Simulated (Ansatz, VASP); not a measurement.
**Two plane-wave programs on NaI**

File POSCAR:

```
NaI
1.0
    0.0000000000      3.1703324822      3.1703324822
    3.1703324822      0.0000000000      3.1703324822
    3.1703324822      3.1703324822      0.0000000000
I Na
1 1
Direct
    0.5000000000      0.5000000000      0.5000000000
    0.0000000000      0.0000000000      0.0000000000
```

The input INCAR.step1:

```
SYSTEM = NaI
PREC = Accurate
ENCUT = 520
EDIFF = 1E-5
ISMEAR = -1
SIGMA = 0.05
LREAL = .FALSE.
LASPH = .TRUE.
NELM = 100
ALGO = Normal
ISIF = 2
LWAVE = .TRUE.
LCHARG = .FALSE.
GGA = PE
NBANDS = 14
```

File INCAR.step2:

```
SYSTEM = NaI
PREC = Accurate
ENCUT = 520
EDIFF = 1E-6
ISMEAR = -1
SIGMA = 0.05
LREAL = .FALSE.
LASPH = .TRUE.
NELM = 100
ALGO = Normal
ISIF = 2
LWAVE = .FALSE.
LCHARG = .FALSE.
GGA = PE
LHFCALC = .TRUE.
AEXX = 0.25
PRECFOCK = Normal
ISTART = 1
NBANDS = 14
```

Contents of KPOINTS:

```
Automatic mesh
0
G
  4 4 4
  0 0 0
```

input

```
crystal:
  lattice:
    - [0.0, 3.1703324822, 3.1703324822]
    - [3.1703324822, 0.0, 3.1703324822]
    - [3.1703324822, 3.1703324822, 0.0]
  atoms:
    - { symbol: I, position: [0.5, 0.5, 0.5] }
    - { symbol: Na, position: [0.0, 0.0, 0.0] }
hamiltonian:
  xc: pbe0
  pseudopotentials: { kind: paw }
kpoints:
  mp_grid: { grid: [4, 4, 4] }
scf:
  occupations: { method: fermi_dirac, width: 0.05 }
output:
  forces: true
  stress: true
  eigenvalues: true
```

Alike in both runs: task single point; functional PBE0; k mesh 4 × 4 × 4; occupations fermi-dirac, width 0.05 eV; no spin polarisation.

```csv
,VASP,Ansatz
version,VASP 6.6.1,Ansatz 0.2.0
potentials or method,"VASP PAW PBE potentials, release 64 (I, Na_pv)",Ansatz PAW
plane-wave cutoff (eV),520,420
valence electrons in the cell,14,26
```

```csv
,VASP,Ansatz,Ansatz less VASP
gap on the k mesh at the Fermi level (eV),5.54,5.54,-0.001
least direct gap on the mesh (eV),5.54,5.54,-0.001
pressure (GPa),1.3,1.3,+0.05
```

VASP's potentials hold 14 valence electrons a cell and Ansatz's 26, so a difference there can come from the potentials and not from the codes.

The k mesh is coarse, so the values compare programs but aren't converged. Spin-orbit coupling is off throughout.
